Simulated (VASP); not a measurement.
## AlRu: single point with PBEsol

Crystal: AlRu.

```
CELL_PARAMETERS angstrom
2.99160 0.00000 0.00000
0.00000 2.99160 0.00000
0.00000 0.00000 2.99160
ATOMIC_POSITIONS crystal
Al 0.92909 0.92909 0.00000
Ru 0.50000 0.50000 0.50000
```

This cell differs from its parent crystal: atom 1 (Al) moved by (-0.300, +0.000) A along [1 1 0] and z.

| Quantity | Value |
| --- | --- |
| Program | VASP 6.6.1 |
| Task | single point |
| Functional | PBEsol |
| Potentials or basis | VASP PAW PBE potentials, release 64 (Al, Ru_pv) |
| Cutoff | 520 eV |
| k mesh | 16 × 16 × 16 |
| Occupations | gaussian, width 0.15 eV |
| Spin | no spin polarisation |

* Pressure: 3.9 GPa
* Largest force: 2.592 eV/Å
* Band gap on the k mesh: zero (an odd number of electrons rules out a gap without spin polarisation)

Forces in eV/Å, atoms in the order of the input:
```
Al   1.833  1.833  0.000
Ru  -1.833 -1.833  0.000
```

Stress tensor (GPa, compression positive):
```
2.51 6.89 0.00
6.89 2.51 0.00
0.00 0.00 6.68
```

Levels at points of the mesh, in eV from the Fermi level:
```csv
k point,band 6,band 7,band 8,band 9,band 10,band 11,band 12,band 13
"(0.00, 0.00, 0.00)",-3.64,0.02,0.19,0.24,6.12,6.22,6.41,11.13
"(0.50, 0.00, 0.00)",-2.91,-1.65,-1.54,0.36,2.31,7.63,11.03,11.11
"(0.00, 0.00, 0.50)",-2.87,-1.66,-1.60,0.41,2.24,7.49,11.36,11.41
"(0.50, 0.50, 0.00)",-1.34,-1.32,-1.15,-1.05,1.52,5.32,6.16,10.85
"(0.00, 0.50, 0.50)",-1.64,-1.52,-0.85,-0.74,1.51,5.27,6.05,11.19
"(0.50, 0.50, 0.50)",-4.55,1.60,1.62,2.48,4.03,4.13,4.17,8.63
```

Wall time 2 min on 1 thread of AMD EPYC 9R45 96-Core Processor (Zen 5) (shared host), peak memory 0.33 GiB.

Caveat: the cell differs from its parent crystal (atom 1 (Al) moved by (-0.300, +0.000) A along [1 1 0] and z); the cell stands under pressure; the PAW data sets were made with another functional, which shifts forces and pressure a little.
